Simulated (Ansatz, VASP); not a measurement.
# One calculation of Sc3Ge5, two programs

```
Sc Ge
1.0
    -3.35971    3.35971    3.35971
     3.35971   -3.35971    3.35971
     3.35971    3.35971   -3.35971
Sc Ge
3 5
Cartesian
  3.3597 0.0000 0.0000
  0.0000 0.0000 3.3597
  0.0000 3.3597 0.0000
  0.0000 0.0000 0.0000
  1.6799 1.6799 -1.6799
  1.6799 -1.6799 1.6799
  -1.6799 1.6799 1.6799
  1.6799 1.6799 1.6799
```

Change from the starting cell: species swapped into the Fe5Co3 type (Im-3m, No. 229).

Alike in both runs: functional PBE; k mesh 8 × 8 × 8; occupations gaussian, width 0.1 eV; no spin polarisation.

Ansatz relaxed the structure, and its values are those at the end. VASP's run is a single point on that final structure, the one shown.

|  | VASP | Ansatz |
| --- | --- | --- |
| version | VASP 6.6.1 | Ansatz 0.2.0 |
| potentials or method | VASP PAW PBE potentials, release 64 (Sc_sv, Ge_d), cutoff 520 eV | scalar-relativistic, plane waves, PAW |
| valence electrons in the cell | 103 | 103 |

```csv
,VASP,Ansatz,Ansatz less VASP
gap on the k mesh at the Fermi level (eV),none,none,-
pressure (GPa),0.1,0.0,-0.07
```

A gap of «none» marks a metal or a gap that the smearing closes.
